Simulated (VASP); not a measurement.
# SnTe (Fm-3m) in VASP: further runs

The runs below take SnTe through single point, with PBE.

Everything below comes from runs of VASP 6.6.1. Logs are shortened: lines on timing, memory, paths and dates and some standing lists are left out, and cuts for length are marked.

## Step 1: The cell of the first run

The structure is cubic, space group Fm-3m (No. 225). The conventional cell has a = 6.313 Å, b = 6.313 Å, c = 6.313 Å, α = 90.00°, β = 90.00°, γ = 90.00°. Sn (site symmetry m-3m) has 6 Te at 3.16 Å within 4.2 Å. Te (site symmetry m-3m) has 6 Sn at 3.16 Å within 4.2 Å.

## Step 2: Single point, PBE

Input file INCAR:

```
PREC = Accurate
ENCUT = 520
EDIFF = 1E-6
ISMEAR = -1
SIGMA = 0.28
LREAL = F
LASPH = T
NELM = 100
ALGO = Normal
ISIF = 2
LWAVE = F
LCHARG = F
GGA = PE
NBANDS = 17
```

Input file KPOINTS:

```
regular mesh
0
Gamma
  11 11 11
```

Input file POSCAR:

```
SnTe
1.0
    0.0000000000      3.1565000000      3.1565000000
    3.1565000000      0.0000000000      3.1565000000
    3.1565000000      3.1565000000      0.0000000000
Sn Te
1 1
Direct
    0.0000000000      0.0000000000      0.0000000000
    0.5000000000      0.5000000000      0.5000000000
```

Potentials or basis: VASP PAW PBE potentials, release 64 (Sn_d, Te).

Run with:

```bash
> cat potpaw_PBE.64/Sn_d/POTCAR potpaw_PBE.64/Te/POTCAR > POTCAR
> mpirun -np 1 vasp_std > vasp.out
```

OUTCAR:

```text
PREC = Accurate
   ENCUT = 520
   EDIFF = 1E-6
   ISMEAR = -1
   LREAL = F
   LASPH = T
   NELM = 100
   ISIF = 2
   GGA = PE

 ion  position               nearest neighbor table
   1  0.000  0.000  0.000-   2 3.16   2 3.16   2 3.16   2 3.16   2 3.16   2 3.16
   2  0.500  0.500  0.500-   1 3.16   1 3.16   1 3.16   1 3.16   1 3.16   1 3.16

  LATTYP: Found a face centered cubic cell.
 ALAT       =     6.3130000000

  Lattice vectors:

 A1 = (   0.0000000000,   3.1565000000,   3.1565000000)
 A2 = (   3.1565000000,   0.0000000000,   3.1565000000)
 A3 = (   3.1565000000,   3.1565000000,   0.0000000000)

Analysis of symmetry for initial positions (statically):
=====================================================================
 Subroutine PRICEL returns:
 Original cell was already a primitive cell.

 Routine SETGRP: Setting up the symmetry group for a
 face centered cubic supercell.

 Subroutine GETGRP returns: Found 48 space group operations
 (whereof 48 operations were pure point group operations)
 out of a pool of 48 trial point group operations.

The static configuration has the point symmetry O_h .

Analysis of symmetry for dynamics (positions and initial velocities):
=====================================================================
 Subroutine PRICEL returns:
 Original cell was already a primitive cell.

 Routine SETGRP: Setting up the symmetry group for a
 face centered cubic supercell.

 Subroutine GETGRP returns: Found 48 space group operations
 (whereof 48 operations were pure point group operations)
 out of a pool of 48 trial point group operations.

The dynamic configuration has the point symmetry O_h .

 Subroutine INISYM returns: Found 48 space group operations
 (whereof 48 operations are pure point group operations),
 and found     1 'primitive' translations

----------------------------------------------------------------------------------------

                                     Primitive cell

  volume of cell :      62.8995

  direct lattice vectors                    reciprocal lattice vectors
     0.000000000  3.156500000  3.156500000    -0.158403295  0.158403295  0.158403295
     3.156500000  0.000000000  3.156500000     0.158403295 -0.158403295  0.158403295
     3.156500000  3.156500000  0.000000000     0.158403295  0.158403295 -0.158403295

  length of vectors
     4.463965110  4.463965110  4.463965110     0.274362555  0.274362555  0.274362555

  position of ions in fractional coordinates (direct lattice)
     0.000000000  0.000000000  0.000000000
     0.500000000  0.500000000  0.500000000

  ion indices of the primitive-cell ions
   primitive index   ion index
                 1           1
                 2           2

----------------------------------------------------------------------------------------

 KPOINTS: regular mesh

Automatic generation of k-mesh.
 Grid dimensions read from file:
 generate k-points for:   11   11   11

 Generating k-lattice:

  Cartesian coordinates                     Fractional coordinates (reciprocal lattice)
    -0.014400300  0.014400300  0.014400300     0.090909091  0.000000000  0.000000000
     0.014400300 -0.014400300  0.014400300     0.000000000  0.090909091  0.000000000
     0.014400300  0.014400300 -0.014400300     0.000000000  0.000000000  0.090909091

  Length of vectors
     0.024942050  0.024942050  0.024942050

  Shift w.r.t. Gamma in fractional coordinates (k-lattice)
     0.000000000  0.000000000  0.000000000

 Subroutine IBZKPT returns following result:
 ===========================================

 Found     56 irreducible k-points:

 Following reciprocal coordinates:
            Coordinates               Weight
  0.000000  0.000000  0.000000      1.000000
  0.090909  0.000000  0.000000      8.000000
  0.181818  0.000000  0.000000      8.000000
  0.272727  0.000000  0.000000      8.000000
  0.363636  0.000000  0.000000      8.000000
  0.454545  0.000000  0.000000      8.000000
[... 16 lines left out ...]
 -0.272727  0.181818  0.000000     24.000000
 -0.181818  0.181818  0.000000     12.000000
 [... further k-points ...]
   k-points           NKPTS =     56   k-points in BZ     NKDIM =     56   number of bands    NBANDS=     17
   number of dos      NEDOS =    301   number of ions     NIONS =      2
   total plane-waves  NPLWV =  46656
   dimension x,y,z NGX =    36 NGY =   36 NGZ =   36
   dimension x,y,z NGXF=    72 NGYF=   72 NGZF=   72
   ions per type =               1   1
   NGX,Y,Z   is equivalent  to a cutoff of  13.41, 13.41, 13.41 a.u.
   NGXF,Y,Z  is equivalent  to a cutoff of  26.81, 26.81, 26.81 a.u.
 SYSTEM =  unknown system
   PREC   = accura    normal or accurate (medium, high low for compatibility)
   ISTART =      0    job   : 0-new  1-cont  2-samecut
   ICHARG =      2    charge: 1-file 2-atom 10-const
   ISPIN  =      1    spin polarized calculation?
   LNONCOLLINEAR =      F non collinear calculations
   LSORBIT =      F    spin-orbit coupling
   LASPH  =      T    aspherical Exc in radial PAW
   ENCUT  =  520.0 eV  38.22 Ry    6.18 a.u.   8.30  8.30  8.30*2*pi/ulx,y,z
   NELM   =    100;   NELMIN=  2; NELMDL= -5     # of ELM steps
   EDIFF  = 0.1E-05   stopping-criterion for ELM
   LREAL  =      F    real-space projection
   EDIFFG = 0.1E-04   stopping-criterion for IOM
   NSW    =      0    number of steps for IOM
   IBRION =     -1    ionic relax: 0-MD 1-quasi-New 2-CG
   NFREE  =      0    steps in history (QN), initial steepest desc. (CG)
   ISIF   =      2    stress and relaxation
   ISYM   =      2    0-nonsym 1-usesym 2-fastsym
   POTIM  = 0.5000    time-step for ionic-motion
   TEBEG  =    0.0;   TEEND  =   0.0 temperature during run
   PSTRESS=    0.0 pullay stress
   NELECT =      20.0000    total number of electrons
   NUPDOWN=      -1.0000    fix difference up-down
   EMIN   =  10.00;   EMAX   =-10.00  energy-range for DOS
   EFERMI =   0.00;   METHOD = LEGACY
   ISMEAR =    -1;   SIGMA  =   0.28  broadening in eV -4-tet -1-fermi 0-gaus
   EFERMI_NEDOS =   21; number of points for ismear=-14 and -15
   IALGO  =     38    algorithm
   IMIX   =      4    mixing-type and parameters
     AMIX     =   0.40;   BMIX     =  1.00
     AMIX_MAG =   1.60;   BMIX_MAG =  1.00
  volume/ion in A,a.u.               =      31.45       212.23
  Fermi-wavevector in a.u.,A,eV,Ry     =   1.117384  2.111549 16.987507  1.248547
  Thomas-Fermi vector in A             =   2.254006
   LORBIT       =      0    0 simple, 1 ext, 2 COOP (PROOUT), +10 PAW based schemes
   GGA     = PE    functional components
   LHFCALC =     F    Hartree Fock is set to
   AEXX    =    0.0000 exact exchange contribution
   IVDW    =     0    specifies the selected vdW correction
   LEPSILON=     F    determine dielectric tensor
   LRPA    =     F    only Hartree local field effects (RPA)
 non-spin polarized calculation
  energy-cutoff  :      520.00
  volume of cell :       62.90
 maximum number of plane-waves:      1715
 NGX is ok and might be reduce to    36
   NGX = 17   NGY = 17   NGZ = 17

 number of electron      19.9999999 magnetization

 Free energy of the ion-electron system (eV)
  ---------------------------------------------------
  ext. energy  EPLUGINS =         0.00000000
  ---------------------------------------------------
  free energy    TOTEN  =        -7.59309789 eV

  energy without entropy =       -7.44681790  energy(sigma->0) =       -7.51995790

 E-fermi :   6.8037     XC(G=0):  -9.4729

 val. band max:        6.7436950527   @ k =   0.4545   0.0000   0.0000
 cond. band min:       7.1658513439   @ k =   0.4545   0.0000   0.0000
 fundamental gap:      0.4221562912
 Fermi energy:         6.8037389595

 k-point     1 :       0.0000    0.0000    0.0000
  band No.  band energies     occupation
      1     -14.9898      2.00000
      2     -14.9898      2.00000
      3     -14.9840      2.00000
      4     -14.9840      2.00000
      5     -14.9840      2.00000
      6      -5.8901      2.00000
[... 9 lines left out ...]
     16      11.6470      0.00000
     17      13.7302      0.00000

 k-point     2 :       0.0909    0.0000    0.0000
  band No.  band energies     occupation
      1     -14.9901      2.00000
      2     -14.9901      2.00000
      3     -14.9839      2.00000
      4     -14.9836      2.00000
      5     -14.9836      2.00000
      6      -5.8209      2.00000
[... 9 lines left out ...]
     16      11.8204      0.00000
     17      14.2851      0.00000

 k-point     3 :       0.1818    0.0000    0.0000
  band No.  band energies     occupation
      1     -14.9911      2.00000
      2     -14.9911      2.00000
      3     -14.9836      2.00000
      4     -14.9822      2.00000
      5     -14.9822      2.00000
      6      -5.6195      2.00000
[... 9 lines left out ...]
     16      12.3037      0.00000
     17      15.5186      0.00000

 k-point     4 :       0.2727    0.0000    0.0000
  band No.  band energies     occupation
      1     -14.9925      2.00000
      2     -14.9925      2.00000
      3     -14.9831      2.00000
      4     -14.9803      2.00000
      5     -14.9803      2.00000
      6      -5.3093      2.00000
[... 9 lines left out ...]
     16      13.0674      0.00000
     17      17.0764      0.00000
[... 343 lines left out ...]
      1     -14.9961      2.00000
      2     -14.9934      2.00000
      3     -14.9812      2.00000
      4     -14.9784      2.00000
      5     -14.9775      2.00000
      6      -4.5947      2.00000
[... 9 lines left out ...]
     16      14.2501      0.00000
     17      17.0896      0.00000

 k-point    23 :      -0.2727    0.1818    0.0000
  band No.  band energies     occupation
      1     -14.9941      2.00000
      2     -14.9937      2.00000
      3     -14.9818      2.00000
      4     -14.9792      2.00000
      5     -14.9786      2.00000
      6      -4.8837      2.00000
[... 9 lines left out ...]
     16      15.4668      0.00000
     17      16.1174      0.00000

 k-point    24 :      -0.1818    0.1818    0.0000
  band No.  band energies     occupation
      1     -14.9933      2.00000
      2     -14.9922      2.00000
      3     -14.9828      2.00000
      4     -14.9808      2.00000
      5     -14.9793      2.00000
      6      -5.2089      2.00000
[... 9 lines left out ...]
     16      14.7411      0.00000
     17      14.8805      0.00000

 [... further k-points ...]

------------------------ aborting loop because EDIFF is reached ----------------------------------------

  FORCE on cell =-STRESS in cart. coord.  units (eV):
  Direction    XX          YY          ZZ          XY          YZ          ZX
  --------------------------------------------------------------------------------------
  -------------------------------------------------------------------------------------
  Total        0.7183570      0.7183570      0.7183570      0.0000000      0.0000000      0.0000000
  in kB       18.2979957     18.2979957     18.2979957      0.0000000      0.0000000      0.0000000
  external PRESSURE =      18.2979957 kB  Pullay stress =       0.0000000 kB

 VOLUME and BASIS-vectors are now :
 -----------------------------------------------------------------------------
  energy-cutoff  :      520.00
  volume of cell :       62.90
      direct lattice vectors                 reciprocal lattice vectors
     0.000000000  3.156500000  3.156500000    -0.158403295  0.158403295  0.158403295
     3.156500000  0.000000000  3.156500000     0.158403295 -0.158403295  0.158403295
     3.156500000  3.156500000  0.000000000     0.158403295  0.158403295 -0.158403295

 POSITION                                       TOTAL-FORCE (eV/Angst)
 -----------------------------------------------------------------------------------
      0.00000      0.00000      0.00000        -0.000000      0.000000     -0.000000
      3.15650      3.15650      3.15650         0.000000     -0.000000      0.000000
 -----------------------------------------------------------------------------------
    total drift:                               -0.000000      0.000000      0.000000

  FREE ENERGIE OF THE ION-ELECTRON SYSTEM (eV)
  ---------------------------------------------------
  free  energy   TOTEN  =        -7.5930978881 eV

  energy  without entropy=       -7.4468179036  energy(sigma->0) =       -7.51995790
```

It took 78 s on 1 thread of Intel Xeon 8259CL, shared host; peak memory 0.24 GiB.

Results:

| Quantity | Value |
| --- | --- |
| Free energy | -7.5931 eV |
| Pressure | 1.8 GPa |

Levels at points of the mesh, in eV from the Fermi level:
```csv
k point,band 7,band 8,band 9,band 10,band 11,band 12,band 13,band 14
"(0.00, 0.00, 0.00)",-4.61,-2.06,-2.06,-2.06,3.43,3.43,3.43,4.84
```

Caveat: this odd mesh misses L, so gap, dielectric constants and Born charges aren't listed; spin-orbit coupling is left out, which moves the levels of the heavy elements.

## Step 3: Single point, PBE

Input file INCAR:

```
  PREC = Accurate
  ENCUT = 520
  EDIFF = 1E-6
  ISMEAR = -5
  SIGMA = 0.1
  LREAL = F
  LASPH = T
  NELM = 60
  ALGO = Normal
  ISIF = 2
  LWAVE = F
  LCHARG = F
  GGA = PE
  NBANDS = 17
```

KPOINTS is that of step 2.

POSCAR is that of step 2.

Potentials or basis: VASP PAW PBE potentials, release 64 (Sn_d, Te).

Run with:

```bash
> cat potpaw_PBE.64/Sn_d/POTCAR potpaw_PBE.64/Te/POTCAR > POTCAR
> mpirun -np 1 vasp_std > vasp.out
```

Wall time 61 s (1 thread of Intel Xeon 8259CL, shared host); peak memory 0.23 GiB.

The run converged. Its results:

* Free energy: -7.5479 eV
* Pressure: 2.0 GPa

Levels at points of the mesh, in eV from the Fermi level:
```
           k point  band 7  band 8  band 9  band 10  band 11  band 12  band 13  band 14
(0.00, 0.00, 0.00)   -4.61   -2.04   -2.04    -2.04     3.42     3.42     3.42     4.85
```

Caveat: this odd mesh misses L, so gap, dielectric constants and Born charges aren't listed; spin-orbit coupling is left out, which moves the levels of the heavy elements.

[end of part 1 of 2]
